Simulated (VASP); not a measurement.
# LuTlAu4 (P4/mmm) in VASP: notebook

LuTlAu4 is run at these levels: PBE; tasks: single point.

Everything below comes from runs of VASP 6.6.1. Logs are shortened: lines on timing, memory, paths and dates and some standing lists are left out, and cuts for length are marked.

## Step 1: The cell of the first run

It takes space group P4/mmm (No. 123, tetragonal). Conventional cell: a = 4.004 Å, b = 4.004 Å, c = 6.888 Å, α = 90.00°, β = 90.00°, γ = 90.00°. Within 4.2 Å of Lu (site symmetry 4/mmm) lie 16 Au at 3.21 to 3.98 Å and 4 Lu at 4.00 Å. Within 2.6 Å of Tl (site symmetry 4/mmm) lie 6 Au at 1.94 to 2.00 Å. Within 2.6 Å of Au (site symmetry 4mm) lie 1 Tl at 1.94 Å. Au (site symmetry mmm) has 2 Tl at 2.00 Å and 8 Au at 2.79 to 2.83 Å within 2.9 Å.

The cell was generated, and may not be a known phase.

## Step 2: Single point, PBE

INCAR

```
SYSTEM = LuTlAu4
PREC = Accurate ; ENCUT = 520
EDIFF = 1E-6 ; ISMEAR = 0
SIGMA = 0.1 ; LREAL = .FALSE.
LASPH = .TRUE. ; NELM = 60
ALGO = Fast ; ISIF = 2
LWAVE = .FALSE. ; LCHARG = .TRUE.
GGA = PE ; LELF = .TRUE.
LVHAR = .TRUE. ; NBANDS = 50
```

KPOINTS

```
Automatic mesh
0
G
  4 4 4
  0 0 0
```

POSCAR

```
LuTlAu4
1.0
    4.0036438400      0.0000000000      0.0000000000
    0.0000000000      4.0036438400      0.0000000000
    0.0000000000      0.0000000000      6.8875036600
Lu Tl Au
1 1 4
Direct
    0.0000000000      0.0000000000      0.0000000000
    0.5000000000      0.5000000000      0.5000000000
    0.5000000000      0.5000000000      0.7816317100
    0.5000000000      0.5000000000      0.2183682900
    0.5000000000      0.0000000000      0.5000000000
    0.0000000000      0.5000000000      0.5000000000
```

Potentials or basis: VASP PAW PBE potentials, release 64 (Lu, Tl_d, Au).

Launch:

```
cat potpaw_PBE.64/Lu/POTCAR potpaw_PBE.64/Tl_d/POTCAR potpaw_PBE.64/Au/POTCAR > POTCAR
mpirun -np 1 vasp_std > vasp.out
```

OUTCAR:

```text
SYSTEM = LuTlAu4
   PREC = Accurate
   ENCUT = 520
   EDIFF = 1E-6
   ISMEAR = 0
   LREAL = .FALSE.
   LASPH = .TRUE.
   NELM = 60
   ISIF = 2
   GGA = PE

 ion  position               nearest neighbor table
   1  0.000  0.000  0.000-   3 3.21   4 3.21   3 3.21   4 3.21   3 3.21   4 3.21   3 3.21   4 3.21

   2  0.500  0.500  0.500-   3 1.94   4 1.94   5 2.00   6 2.00   5 2.00   6 2.00
   3  0.500  0.500  0.782-   2 1.94   5 2.79   6 2.79   5 2.79   6 2.79   4 3.01   1 3.21   1 3.21
                             1 3.21   1 3.21
   4  0.500  0.500  0.218-   2 1.94   5 2.79   6 2.79   5 2.79   6 2.79   3 3.01   1 3.21   1 3.21
                             1 3.21   1 3.21
   5  0.500  0.000  0.500-   2 2.00   2 2.00   4 2.79   3 2.79   3 2.79   4 2.79   6 2.83   6 2.83
                             6 2.83   6 2.83
   6  0.000  0.500  0.500-   2 2.00   2 2.00   4 2.79   3 2.79   3 2.79   4 2.79   5 2.83   5 2.83
                             5 2.83   5 2.83

  LATTYP: Found a simple tetragonal cell.
 ALAT       =     4.0036438400
 C/A-ratio  =     1.7203087825

  Lattice vectors:

 A1 = (   4.0036438400,   0.0000000000,   0.0000000000)
 A2 = (   0.0000000000,   4.0036438400,   0.0000000000)
 A3 = (   0.0000000000,   0.0000000000,   6.8875036600)

Analysis of symmetry for initial positions (statically):
=====================================================================
 Subroutine PRICEL returns:
 Original cell was already a primitive cell.

 Routine SETGRP: Setting up the symmetry group for a
 simple tetragonal supercell.

 Subroutine GETGRP returns: Found 16 space group operations
 (whereof 16 operations were pure point group operations)
 out of a pool of 16 trial point group operations.

The static configuration has the point symmetry D_4h.

Analysis of symmetry for dynamics (positions and initial velocities):
=====================================================================
 Subroutine PRICEL returns:
 Original cell was already a primitive cell.

 Routine SETGRP: Setting up the symmetry group for a
 simple tetragonal supercell.

 Subroutine GETGRP returns: Found 16 space group operations
 (whereof 16 operations were pure point group operations)
 out of a pool of 16 trial point group operations.

The dynamic configuration has the point symmetry D_4h.

 Subroutine INISYM returns: Found 16 space group operations
 (whereof 16 operations are pure point group operations),
 and found     1 'primitive' translations

----------------------------------------------------------------------------------------

                                     Primitive cell

  volume of cell :     110.4009

  direct lattice vectors                    reciprocal lattice vectors
     4.003643840  0.000000000  0.000000000     0.249772467  0.000000000  0.000000000
     0.000000000  4.003643840  0.000000000     0.000000000  0.249772467  0.000000000
     0.000000000  0.000000000  6.887503660     0.000000000  0.000000000  0.145190485

  length of vectors
     4.003643840  4.003643840  6.887503660     0.249772467  0.249772467  0.145190485

  position of ions in fractional coordinates (direct lattice)
     0.000000000  0.000000000  0.000000000
     0.500000000  0.500000000  0.500000000
     0.500000000  0.500000000  0.781631710
     0.500000000  0.500000000  0.218368290
     0.500000000  0.000000000  0.500000000
     0.000000000  0.500000000  0.500000000

  ion indices of the primitive-cell ions
   primitive index   ion index
                 1           1
                 2           2
                 3           3
                 4           4
                 5           5
                 6           6

----------------------------------------------------------------------------------------

 KPOINTS: Automatic mesh

Automatic generation of k-mesh.
 Grid dimensions read from file:
 generate k-points for:    4    4    4

 Generating k-lattice:

  Cartesian coordinates                     Fractional coordinates (reciprocal lattice)
     0.062443117  0.000000000  0.000000000     0.250000000  0.000000000  0.000000000
     0.000000000  0.062443117  0.000000000     0.000000000  0.250000000  0.000000000
     0.000000000  0.000000000  0.036297621     0.000000000  0.000000000  0.250000000

  Length of vectors
     0.062443117  0.062443117  0.036297621

  Shift w.r.t. Gamma in fractional coordinates (k-lattice)
     0.000000000  0.000000000  0.000000000

 Subroutine IBZKPT returns following result:
 ===========================================

 Found     18 irreducible k-points:

 Following reciprocal coordinates:
            Coordinates               Weight
  0.000000  0.000000  0.000000      1.000000
  0.250000  0.000000  0.000000      4.000000
  0.500000  0.000000  0.000000      2.000000
  0.250000  0.250000  0.000000      4.000000
  0.500000  0.250000  0.000000      4.000000
  0.500000  0.500000  0.000000      1.000000
[... 10 lines left out ...]
  0.500000  0.250000  0.500000      4.000000
  0.500000  0.500000  0.500000      1.000000
   k-points           NKPTS =     18   k-points in BZ     NKDIM =     18   number of bands    NBANDS=     50
   number of dos      NEDOS =    301   number of ions     NIONS =      6
   total plane-waves  NPLWV =  48600
   dimension x,y,z NGX =    30 NGY =   30 NGZ =   54
   dimension x,y,z NGXF=    60 NGYF=   60 NGZF=  108
   ions per type =               1   1   4
   NGX,Y,Z   is equivalent  to a cutoff of  12.46, 12.46, 13.03 a.u.
   NGXF,Y,Z  is equivalent  to a cutoff of  24.91, 24.91, 26.07 a.u.
 SYSTEM =  LuTlAu4
   PREC   = accura    normal or accurate (medium, high low for compatibility)
   ISTART =      0    job   : 0-new  1-cont  2-samecut
   ICHARG =      2    charge: 1-file 2-atom 10-const
   ISPIN  =      1    spin polarized calculation?
   LNONCOLLINEAR =      F non collinear calculations
   LSORBIT =      F    spin-orbit coupling
   LASPH  =      T    aspherical Exc in radial PAW
   ENCUT  =  520.0 eV  38.22 Ry    6.18 a.u.   7.44  7.44 12.81*2*pi/ulx,y,z
   NELM   =     60;   NELMIN=  2; NELMDL= -5     # of ELM steps
   EDIFF  = 0.1E-05   stopping-criterion for ELM
   LREAL  =      F    real-space projection
   EDIFFG = 0.1E-04   stopping-criterion for IOM
   NSW    =      0    number of steps for IOM
   IBRION =     -1    ionic relax: 0-MD 1-quasi-New 2-CG
   NFREE  =      0    steps in history (QN), initial steepest desc. (CG)
   ISIF   =      2    stress and relaxation
   ISYM   =      2    0-nonsym 1-usesym 2-fastsym
   POTIM  = 0.5000    time-step for ionic-motion
   TEBEG  =    0.0;   TEEND  =   0.0 temperature during run
   PSTRESS=    0.0 pullay stress
   NELECT =      82.0000    total number of electrons
   NUPDOWN=      -1.0000    fix difference up-down
   EMIN   =  10.00;   EMAX   =-10.00  energy-range for DOS
   EFERMI =   0.00;   METHOD = LEGACY
   ISMEAR =     0;   SIGMA  =   0.10  broadening in eV -4-tet -1-fermi 0-gaus
   EFERMI_NEDOS =   21; number of points for ismear=-14 and -15
   IALGO  =     68    algorithm
   IMIX   =      4    mixing-type and parameters
     AMIX     =   0.40;   BMIX     =  1.00
     AMIX_MAG =   1.60;   BMIX_MAG =  1.00
  volume/ion in A,a.u.               =      18.40       124.17
  Fermi-wavevector in a.u.,A,eV,Ry     =   1.482593  2.801694 29.906712  2.198081
  Thomas-Fermi vector in A             =   2.596360
   LORBIT       =      0    0 simple, 1 ext, 2 COOP (PROOUT), +10 PAW based schemes
   GGA     = PE    functional components
   LHFCALC =     F    Hartree Fock is set to
   AEXX    =    0.0000 exact exchange contribution
   IVDW    =     0    specifies the selected vdW correction
   LEPSILON=     F    determine dielectric tensor
   LRPA    =     F    only Hartree local field effects (RPA)
 non-spin polarized calculation
 RMM-DIIS sequential band-by-band and
 Gauss-broadening in eV      SIGMA  =   0.10
  energy-cutoff  :      520.00
  volume of cell :      110.40
 maximum number of plane-waves:      3010
 NGX is ok and might be reduce to    30
   NGX = 15   NGY = 15   NGZ = 25

 number of electron      82.0000030 magnetization

 Free energy of the ion-electron system (eV)
  ---------------------------------------------------
  ext. energy  EPLUGINS =         0.00000000
  ---------------------------------------------------
  free energy    TOTEN  =        19.92642141 eV

  energy without entropy =       19.93697516  energy(sigma->0) =       19.93169828

 E-fermi :   9.5036     XC(G=0): -12.0654

 val. band max:        9.4606109084   @ k =   0.5000   0.2500   0.5000
 cond. band min:       9.5266314849   @ k =   0.5000   0.0000   0.0000
 fundamental gap:      0.0660205764
 Fermi energy:         9.5036393654

 k-point     1 :       0.0000    0.0000    0.0000
  band No.  band energies     occupation
      1     -48.0673      2.00000
      2     -18.7257      2.00000
      3     -18.6253      2.00000
      4     -18.6253      2.00000
      5     -10.3746      2.00000
      6      -9.8314      2.00000
[... 42 lines left out ...]
     49      15.4507      0.00000
     50      15.8302      0.00000

 k-point     2 :       0.2500    0.0000    0.0000
  band No.  band energies     occupation
      1     -48.0668      2.00000
      2     -18.7226      2.00000
      3     -18.6530      2.00000
      4     -18.6234      2.00000
      5     -10.1095      2.00000
      6      -9.1036      2.00000
[... 42 lines left out ...]
     49      15.8950      0.00000
     50      17.1786      0.00000

 k-point     3 :       0.5000    0.0000    0.0000
  band No.  band energies     occupation
      1     -48.0662      2.00000
      2     -18.7194      2.00000
      3     -18.6805      2.00000
      4     -18.6214      2.00000
      5     -10.0627      2.00000
      6      -8.5920      2.00000
[... 784 lines left out ...]
     49      14.5280      0.00000
     50      15.5267      0.00000

 k-point    18 :       0.5000    0.5000    0.5000
  band No.  band energies     occupation
      1     -48.0652      2.00000
      2     -18.7158      2.00000
      3     -18.6735      2.00000
      4     -18.6735      2.00000
      5      -8.5979      2.00000
      6      -7.7751      2.00000
[... 42 lines left out ...]
     49      13.5535      0.00000
     50      14.6170      0.00000

------------------------ aborting loop because EDIFF is reached ----------------------------------------

  FORCE on cell =-STRESS in cart. coord.  units (eV):
  Direction    XX          YY          ZZ          XY          YZ          ZX
  --------------------------------------------------------------------------------------
  -------------------------------------------------------------------------------------
  Total      114.8282187    114.8282187    131.3077148      0.0000000      0.0000000      0.0000000
  in kB     1666.4277738   1666.4277738   1905.5840570      0.0000000      0.0000000      0.0000000
  external PRESSURE =    1746.1465349 kB  Pullay stress =       0.0000000 kB

 VOLUME and BASIS-vectors are now :
 -----------------------------------------------------------------------------
  energy-cutoff  :      520.00
  volume of cell :      110.40
      direct lattice vectors                 reciprocal lattice vectors
     4.003643840  0.000000000  0.000000000     0.249772467  0.000000000  0.000000000
     0.000000000  4.003643840  0.000000000     0.000000000  0.249772467  0.000000000
     0.000000000  0.000000000  6.887503660     0.000000000  0.000000000  0.145190485

 POSITION                                       TOTAL-FORCE (eV/Angst)
 -----------------------------------------------------------------------------------
      0.00000      0.00000      0.00000         0.000000      0.000000     -0.000000
      2.00182      2.00182      3.44375         0.000000      0.000000     -0.000000
      2.00182      2.00182      5.38349         0.000000     -0.000000     35.471835
      2.00182      2.00182      1.50401        -0.000000     -0.000000    -35.471835
      2.00182      0.00000      3.44375         0.000000      0.000000     -0.000000
      0.00000      2.00182      3.44375         0.000000      0.000000     -0.000000
 -----------------------------------------------------------------------------------
    total drift:                                0.000000      0.000000      0.000000

  FREE ENERGIE OF THE ION-ELECTRON SYSTEM (eV)
  ---------------------------------------------------
  free  energy   TOTEN  =        19.9264214106 eV

  energy  without entropy=       19.9369751555  energy(sigma->0) =       19.93169828
```

It took 97 s on 1 thread of Intel Xeon 6975P-C (Granite Rapids), shared host; peak memory 0.28 GiB.

Results:

```
Free energy            : 19.9264 eV
Pressure               : 174.6 GPa
Largest force          : 35.472 eV/Å
Band gap on the k mesh : zero (bands 41 and 42 overlap by 2.32 eV)
```

Forces in eV/Å, atoms in the order of the input:
```
Lu    0.000   0.000   0.000
Tl    0.000   0.000   0.000
Au    0.000   0.000  35.472
Au    0.000   0.000 -35.472
Au    0.000   0.000   0.000
Au    0.000   0.000   0.000
```

Stress tensor (GPa, compression positive):
```
166.64   0.00   0.00
  0.00 166.64   0.00
  0.00   0.00 190.56
```

Levels at points of the mesh, in eV from the Fermi level:
| k point | band 37 | band 38 | band 39 | band 40 | band 41 | band 42 | band 43 | band 44 | band 45 | band 46 |
| --- | --- | --- | --- | --- | --- | --- | --- | --- | --- | --- |
| (0.00, 0.00, 0.00) | -3.63 | -2.72 | -1.73 | -0.08 | -0.08 | 0.87 | 1.99 | 1.99 | 2.31 | 3.33 |
| (0.50, 0.00, 0.00) | -4.31 | -2.98 | -2.45 | -2.44 | -0.09 | 0.02 | 0.75 | 1.78 | 2.96 | 3.13 |
| (0.50, 0.50, 0.00) | -4.06 | -3.02 | -2.21 | -2.21 | -0.99 | -0.99 | -0.70 | 0.10 | 2.99 | 2.99 |
| (0.00, 0.00, 0.50) | -2.34 | -2.26 | -1.71 | -0.05 | -0.05 | 0.84 | 2.48 | 2.53 | 2.97 | 2.97 |
| (0.50, 0.00, 0.50) | -3.92 | -3.49 | -2.46 | -2.35 | 1.34 | 1.42 | 1.45 | 1.76 | 3.07 | 3.77 |
| (0.50, 0.50, 0.50) | -3.98 | -3.50 | -2.12 | -2.12 | -0.66 | -0.66 | -0.36 | 1.88 | 2.07 | 2.07 |

Caveat: the k points lie up to 0.39 Å⁻¹ apart, too coarse for converged energies and pressures of a metal; atoms lie so close that the PAW spheres overlap strongly, which falsifies energies and pressures; spin-orbit coupling is left out, which moves the levels of the heavy elements; forces of over 1 eV/Å act on the atoms, so gaps and moduli don't describe the material at rest.

[end of part 1 of 2]

The gap in the log of VASP goes by the Fermi energy; the results here count the filled bands.